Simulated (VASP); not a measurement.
Runs of VASP 6.6.1 on HfO2. The structure is that of space group Fm-3m (No. 225), or close to it. The cells are those of the table. 

```tsv
task	cell	gap on the mesh (eV)	pressure (GPa)	largest force (eV/Å)
single point	a = 3.635, b = 3.635, c = 3.617 Å, angles 60.2, 60.2, 59.7°, 3 atoms	3.75	(a)	-
single point	a = 3.599 Å, angles 60.7°, 3 atoms	3.84	-5.9	0.10
single point	a = 3.653 Å, angles 58.7°, 3 atoms	3.84	-5.7	0.17
electric field gradients	a = 3.563 Å, angles 62.0°, 3 atoms	3.85	(c)	0.36
electric field gradients	a = 3.672, b = 3.672, c = 3.617 Å, angles 60.5, 60.5, 59.0°, 3 atoms	3.49	(b)	-
```

Alike in all rows: level PBE; potentials or basis VASP PAW PBE potentials, release 64 (Hf_pv, O); no spin polarisation; k mesh 9 × 9 × 9; cutoff (eV) 520; smearing fermi-dirac 0.01 eV.

**Question.** Estimate the missing entries.

**Answer.** (a) -8.2; (b) -12.2; (c) -5.2.

Caveats: the cell stands under tension; spin-orbit coupling is left out, which moves the levels of the heavy elements; an odd mesh through Γ misses points on the zone boundary, where band edges can lie.

A k mesh can miss the band edges, and the runs leave out spin-orbit coupling on Hf.
